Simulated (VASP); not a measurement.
# Pb32S31 (a cell with a defect) in VASP: single point with PBEsol

Aim: the single point of Pb32S31 (a cell with a defect) with PBEsol.

Everything below comes from runs of VASP 6.6.1. Logs are shortened: lines on timing, memory, paths and dates and some standing lists are left out, and cuts for length are marked.

## 1. The cell of the first run

The cell holds a defect, 63 atoms: a = 11.800 Å, b = 11.800 Å, c = 11.800 Å, α = 90.00°, β = 90.00°, γ = 90.00°.

## 2. Single point, PBEsol

INCAR

```
SYSTEM = Pb32S31
PREC     = Accurate       ! precision mode
ENCUT    = 400            ! plane-wave cutoff, eV
EDIFF    = 1E-6           ! SCF threshold, eV
ISMEAR   = -1             ! smearing method
SIGMA    = 0.05           ! smearing width, eV
LREAL    = Auto         
LASPH    = .TRUE.         ! aspherical terms in the spheres
NELM     = 120            ! most SCF steps
ALGO     = Normal         ! electronic algorithm
ISIF     = 2              ! what is computed and relaxed
LWAVE    = .FALSE.        ! write WAVECAR
LCHARG   = .TRUE.         ! write CHGCAR
GGA      = PS             ! functional
LELF     = .TRUE.         ! ELF
LVHAR    = .TRUE.       
NBANDS   = 354            ! bands
ISYM     = -1           
GGA_COMPAT= .FALSE.
```

KPOINTS

```
explicit points
1
Reciprocal
  0.25000000   0.25000000   0.25000000 1
```

POSCAR

```
Pb32S31
1.0
   11.8000000000      0.0000000000      0.0000000000
    0.0000000000     11.8000000000      0.0000000000
    0.0000000000      0.0000000000     11.8000000000
S Pb
31 32
Direct
    0.2499050000      0.0000360000      0.0000320000
    0.2500010000      0.9993560000      0.5000730000
    0.2501210000      0.5001000000      0.9998950000
    0.7499210000      0.0000430000      0.0000160000
    0.7498780000      0.0000570000      0.4999720000
    0.7500010000      0.5000320000      0.0000300000
    0.7494900000      0.5001040000      0.5000670000
    0.9994040000      0.2496190000      0.9982770000
    0.9972140000      0.2477290000      0.4981290000
    0.0006290000      0.7494100000      0.0000200000
    0.0032590000      0.7467660000      0.5000220000
    0.4991830000      0.2505970000      0.0001130000
    0.4962720000      0.2532670000      0.5001160000
    0.5003990000      0.7503810000      0.0018370000
    0.5023690000      0.7524580000      0.5020120000
    0.9995010000      0.9982930000      0.2495710000
    0.0006000000      0.0000630000      0.7493640000
    0.9975260000      0.4981670000      0.2474740000
    0.0034280000      0.5000510000      0.7465860000
    0.4992770000      0.0001460000      0.2507120000
    0.5003150000      0.0018330000      0.7504900000
    0.4965570000      0.5001650000      0.2535490000
    0.5024830000      0.5019990000      0.7525820000
    0.2479730000      0.2478410000      0.2476510000
    0.2499930000      0.2531850000      0.7466890000
    0.2498920000      0.7468720000      0.2534200000
    0.2519060000      0.7522660000      0.7525290000
    0.7481700000      0.2496100000      0.2496000000
    0.7499930000      0.2505480000      0.7493410000
    0.7498990000      0.7493040000      0.2507560000
    0.7517730000      0.7503220000      0.7505460000
    0.0001730000      0.9992480000      0.9991570000
    0.0002100000      0.9972670000      0.4996260000
    0.0004960000      0.4997560000      0.9972930000
    0.0055520000      0.4945190000      0.4945210000
    0.4998310000      0.0010680000      0.0009450000
    0.4996440000      0.0027990000      0.5005530000
    0.4997530000      0.5005650000      0.0029890000
    0.4945130000      0.5055700000      0.5056630000
    0.2495740000      0.2504600000      0.9972470000
    0.2443510000      0.2557080000      0.4947940000
    0.2506680000      0.7498790000      0.0030540000
    0.2555720000      0.7444810000      0.5054220000
    0.7491750000      0.2503610000      0.9992910000
    0.7471210000      0.2503830000      0.4997670000
    0.7510470000      0.7498760000      0.0011230000
    0.7528570000      0.7498110000      0.5007880000
    0.2495570000      0.9974040000      0.2503460000
    0.2504750000      0.0027770000      0.7498830000
    0.2445690000      0.4947800000      0.2557570000
    0.2555050000      0.5054200000      0.7442260000
    0.7491080000      0.9992690000      0.2502920000
    0.7508190000      0.0009400000      0.7499090000
    0.7471900000      0.4996770000      0.2504730000
    0.7530190000      0.5006180000      0.7499840000
    0.9972600000      0.2473680000      0.2472660000
    0.0005630000      0.2506500000      0.7487120000
    0.0005800000      0.7488140000      0.2507590000
    0.0016440000      0.7496710000      0.7496900000
    0.4985780000      0.2507230000      0.2507750000
    0.4996410000      0.2516400000      0.7497460000
    0.4996330000      0.7497230000      0.2517090000
    0.5029180000      0.7528890000      0.7531300000
```

Potentials or basis: VASP PAW PBE potentials, release 64 (S, Pb_d).

Command:

```sh
$ cat potpaw_PBE.64/S/POTCAR potpaw_PBE.64/Pb_d/POTCAR > POTCAR
$ mpirun -np 1 vasp_std > vasp.out
```

OUTCAR:

```text
SYSTEM = Pb32S31
   PREC = Accurate
   ENCUT = 400
   EDIFF = 1E-6
   ISMEAR = -1
   LREAL = Auto
   LASPH = .TRUE.
   NELM = 120
   ISIF = 2
   GGA = PS
   ISYM = -1

 ion  position               nearest neighbor table
   1  0.250  0.000  0.000-  32 2.95  36 2.95  49 2.95  42 2.95  48 2.95  40 2.96
   2  0.250  0.999  0.500-  37 2.95  48 2.95  33 2.95  49 2.95  43 3.01  41 3.03
   3  0.250  0.500  1.000-  34 2.95  38 2.95  40 2.95  42 2.95  51 3.02  50 3.02
   4  0.750  0.000  0.000-  36 2.95  53 2.95  46 2.95  32 2.95  52 2.95  44 2.95
   5  0.750  0.000  0.500-  52 2.95  53 2.95  37 2.95  47 2.95  45 2.95  33 2.95
   6  0.750  0.500  0.000-  44 2.95  46 2.95  55 2.95  38 2.95  54 2.96  34 2.96
[... 51 lines left out ...]
  52  0.749  0.999  0.250-   5 2.95  20 2.95  30 2.95   4 2.95  28 2.95  16 2.95
  53  0.751  0.001  0.750-  29 2.95  17 2.95   5 2.95   4 2.95  21 2.96  31 2.96  63 4.14
  54  0.747  0.500  0.250-   7 2.95  30 2.95  28 2.95  18 2.95   6 2.96  22 2.96  38 4.13
  55  0.753  0.501  0.750-  31 2.95   7 2.95   6 2.95  29 2.95  19 2.96  23 2.96  34 4.13
  56  0.997  0.247  0.247-   8 2.94  16 2.94  28 2.94  24 2.96  18 2.96   9 2.96  35 4.13  41 4.13
                            50 4.13  44 4.14
  57  0.001  0.251  0.749-  19 2.94  25 2.94   8 2.94  29 2.96  17 2.96   9 2.96
  58  0.001  0.749  0.251-  11 2.94  26 2.94  16 2.94  30 2.96  18 2.96  10 2.96
  59  0.002  0.750  0.750-  19 2.95  11 2.95  31 2.95  27 2.95  10 2.95  17 2.95
  60  0.499  0.251  0.251-  13 2.94  22 2.94  28 2.95  20 2.96  24 2.96  12 2.96
  61  0.500  0.252  0.750-  13 2.95  25 2.95  21 2.95  29 2.95  12 2.95  23 2.95
  62  0.500  0.750  0.252-  22 2.95  26 2.95  14 2.95  30 2.95  15 2.95  20 2.96
  63  0.503  0.753  0.753-  14 2.94  31 2.94  21 2.94  23 2.96  27 2.96  15 2.96  39 4.13  51 4.13
                            43 4.13  53 4.14  36 4.14  46 4.14

IMPORTANT INFORMATION: All symmetrisations will be switched off!
NOSYMM: (Re-)initialisation of all symmetry stuff for point group C_1.

----------------------------------------------------------------------------------------

                                     Primitive cell

  volume of cell :    1643.0320

  direct lattice vectors                    reciprocal lattice vectors
    11.800000000  0.000000000  0.000000000     0.084745763  0.000000000  0.000000000
     0.000000000 11.800000000  0.000000000     0.000000000  0.084745763  0.000000000
     0.000000000  0.000000000 11.800000000     0.000000000  0.000000000  0.084745763

  length of vectors
    11.800000000 11.800000000 11.800000000     0.084745763  0.084745763  0.084745763

  position of ions in fractional coordinates (direct lattice)
     0.249905000  0.000036000  0.000032000
     0.250001000  0.999356000  0.500073000
     0.250121000  0.500100000  0.999895000
     0.749921000  0.000043000  0.000016000
     0.749878000  0.000057000  0.499972000
     0.750001000  0.500032000  0.000030000
[... 55 lines left out ...]
     0.499633000  0.749723000  0.251709000
     0.502918000  0.752889000  0.753130000
[... 109 lines left out ...]
   EMIN   =  10.00;   EMAX   =-10.00  energy-range for DOS
   EFERMI =   0.00;   METHOD = LEGACY
   ISMEAR =    -1;   SIGMA  =   0.05  broadening in eV -4-tet -1-fermi 0-gaus
   EFERMI_NEDOS =   21; number of points for ismear=-14 and -15
   IALGO  =     38    algorithm
   IMIX   =      4    mixing-type and parameters
     AMIX     =   0.40;   BMIX     =  1.00
     AMIX_MAG =   1.60;   BMIX_MAG =  1.00
  volume/ion in A,a.u.               =      26.08       176.00
  Fermi-wavevector in a.u.,A,eV,Ry     =   1.191853  2.252275 19.327250  1.420513
  Thomas-Fermi vector in A             =   2.327905
   LORBIT       =      0    0 simple, 1 ext, 2 COOP (PROOUT), +10 PAW based schemes
   GGA     = PS    functional components
   LHFCALC =     F    Hartree Fock is set to
   AEXX    =    0.0000 exact exchange contribution
   IVDW    =     0    specifies the selected vdW correction
   LEPSILON=     F    determine dielectric tensor
   LRPA    =     F    only Hartree local field effects (RPA)
 non-spin polarized calculation
  energy-cutoff  :      400.00
  volume of cell :     1643.03
 maximum number of plane-waves:     29824
 NGX is ok and might be reduce to    80
   NGX = 39   NGY = 39   NGZ = 39

 number of electron     633.9999845 magnetization

 Free energy of the ion-electron system (eV)
  ---------------------------------------------------
  ext. energy  EPLUGINS =         0.00000000
  ---------------------------------------------------
  free energy    TOTEN  =      -296.98067383 eV

  energy without entropy =     -296.98065893  energy(sigma->0) =     -296.98066638

 E-fermi :   6.2050     XC(G=0):  -9.9077

 val. band max:        5.6000142116   @ k =   0.2500   0.2500   0.2500
 cond. band min:       6.8172882362   @ k =   0.2500   0.2500   0.2500
 fundamental gap:      1.2172740247
 Fermi energy:         6.2049999324

 k-point     1 :       0.2500    0.2500    0.2500
  band No.  band energies     occupation
      1     -11.1322      2.00000
      2     -11.1321      2.00000
      3     -11.1119      2.00000
      4     -11.1034      2.00000
      5     -11.1032      2.00000
      6     -11.0920      2.00000
[... 321 lines left out ...]
    328       7.5189      0.00000
    329       7.5424      0.00000
 [bands above 329 left out]

------------------------ aborting loop because EDIFF is reached ----------------------------------------

  FORCE on cell =-STRESS in cart. coord.  units (eV):
  Direction    XX          YY          ZZ          XY          YZ          ZX
  --------------------------------------------------------------------------------------
  -------------------------------------------------------------------------------------
  Total       -5.4140891     -5.4087798     -5.4222646      0.6580264      0.6413243      0.6587074
  in kB       -5.2794655     -5.2742883     -5.2874377      0.6416643      0.6253775      0.6423284
  external PRESSURE =      -5.2803972 kB  Pullay stress =       0.0000000 kB

 VOLUME and BASIS-vectors are now :
 -----------------------------------------------------------------------------
  energy-cutoff  :      400.00
  volume of cell :     1643.03
      direct lattice vectors                 reciprocal lattice vectors
    11.800000000  0.000000000  0.000000000     0.084745763  0.000000000  0.000000000
     0.000000000 11.800000000  0.000000000     0.000000000  0.084745763  0.000000000
     0.000000000  0.000000000 11.800000000     0.000000000  0.000000000  0.084745763

 POSITION                                       TOTAL-FORCE (eV/Angst)
 -----------------------------------------------------------------------------------
      2.94888      0.00042      0.00038         0.001699      0.001186      0.000968
      2.95001     11.79240      5.90086        -0.004357      0.008931     -0.000469
      2.95143      5.90118     11.79876        -0.004788     -0.002044      0.001118
      8.84907      0.00051      0.00019         0.000355     -0.000659     -0.000704
      8.84856      0.00067      5.89967         0.002797     -0.001032      0.002716
      8.85001      5.90038      0.00035         0.001994      0.000117      0.001206
[... 55 lines left out ...]
      5.89567      8.84673      2.97017         0.001378      0.000885     -0.000039
      5.93443      8.88409      8.88693         0.002568      0.004890      0.001785
 -----------------------------------------------------------------------------------
    total drift:                               -0.000578     -0.002231      0.001878

  FREE ENERGIE OF THE ION-ELECTRON SYSTEM (eV)
  ---------------------------------------------------
  free  energy   TOTEN  =      -296.9806738294 eV

  energy  without entropy=     -296.9806589283  energy(sigma->0) =     -296.98066638
```

Run time: 12 min. Hardware: 1 thread of Intel Xeon Platinum 8259CL at 2.50GHz (Skylake/Cascade Lake), shared host; peak memory 1.1 GiB.

What came out:

```yaml
Free_energy: -296.9807 eV
Pressure: -0.5 GPa
Largest_force: 0.032 eV/Å
Band_gap_on_the_k_mesh: 1.22 eV
```

Forces in eV/Å, atoms in the order of the input:
```
S    0.002  0.001  0.001
S   -0.004  0.009  0.000
S   -0.005 -0.002  0.001
S    0.000 -0.001 -0.001
S    0.003 -0.001  0.003
S    0.002  0.000  0.001
S    0.006 -0.002  0.001
S    0.004  0.002  0.002
S    0.008  0.001  0.002
S    0.001 -0.001  0.001
S   -0.002  0.001  0.001
S    0.001  0.003  0.000
S    0.006  0.002  0.001
S    0.000  0.001  0.000
S   -0.002 -0.005 -0.001
S    0.002  0.004  0.003
S   -0.002 -0.001 -0.001
S    0.004  0.002  0.007
S   -0.003  0.000  0.002
S   -0.001 -0.001 -0.001
S    0.001 -0.003 -0.001
S    0.003 -0.001 -0.005
S   -0.004 -0.003 -0.003
S    0.002  0.001  0.004
S   -0.001  0.001  0.002
S    0.002  0.001 -0.002
S    0.000 -0.002 -0.005
S    0.001  0.001  0.002
S   -0.001  0.003  0.002
S    0.001  0.003  0.001
S   -0.002  0.001 -0.002
Pb   0.001 -0.001  0.000
Pb   0.003 -0.003  0.001
Pb  -0.001  0.000 -0.002
Pb   0.028  0.010  0.009
Pb  -0.001 -0.001  0.003
Pb  -0.001  0.006  0.001
Pb   0.000  0.000  0.002
Pb  -0.028 -0.012 -0.010
Pb   0.001  0.001  0.001
Pb   0.012  0.026  0.003
Pb  -0.004 -0.003 -0.003
Pb  -0.012 -0.026 -0.002
Pb  -0.002  0.000 -0.001
Pb  -0.006  0.001 -0.002
Pb  -0.001  0.000  0.001
Pb   0.003 -0.001 -0.005
Pb   0.001  0.000  0.004
Pb   0.000  0.001 -0.004
Pb   0.006  0.004  0.025
Pb  -0.007 -0.006 -0.022
Pb  -0.001 -0.001  0.001
Pb   0.003  0.002 -0.001
Pb  -0.002  0.001  0.000
Pb  -0.001 -0.003 -0.004
Pb  -0.007 -0.006 -0.005
Pb  -0.002 -0.003 -0.002
Pb  -0.004 -0.004 -0.004
Pb   0.002  0.001  0.000
Pb  -0.003 -0.002 -0.002
Pb   0.000 -0.001 -0.001
Pb   0.001  0.001  0.000
Pb   0.003  0.005  0.002
```

Caveat: the PAW data sets were made with another functional, which shifts forces and pressure a little; spin-orbit coupling is left out, which moves the levels of the heavy elements.
